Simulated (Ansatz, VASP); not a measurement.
# Bi in VASP and in Ansatz

```
CELL_PARAMETERS angstrom
4.62978 0.00000 0.00000
-2.31489 4.00951 0.00000
0.00000 0.00000 11.82900
ATOMIC_POSITIONS crystal
Bi 0.33333 0.66667 0.25000
Bi 0.66667 0.33333 0.75000
```

Change from the starting cell: equal xx and yy strain of +2 %, crystal datasets.

Alike in both runs: task electric field gradients; functional PBEsol; k mesh 9 × 9 × 3; occupations fermi-dirac, width 0.03 eV; no spin polarisation.

|  | VASP | Ansatz |
| --- | --- | --- |
| version | VASP 6.6.1 | Ansatz 0.2.0 |
| potentials or method | VASP PAW PBE potentials, release 64 (Bi_d), cutoff 520 eV | all-electron PAW with datasets made for the crystal, scalar-relativistic |

```csv
,VASP,Ansatz,Ansatz less VASP
pressure (GPa),-3.3,-3.3,+0.02
"traceless stress, the component that is largest in VASP (GPa)",2.89,2.89,0.000
size of Vzz on the site where it differs most (V/Å²),135.5,128.1,-7.39
```

VASP's potentials were made for PBE, not for PBEsol. Ansatz ran all-electron here, and VASP with PAW potentials.

Neither program's run includes spin-orbit coupling.
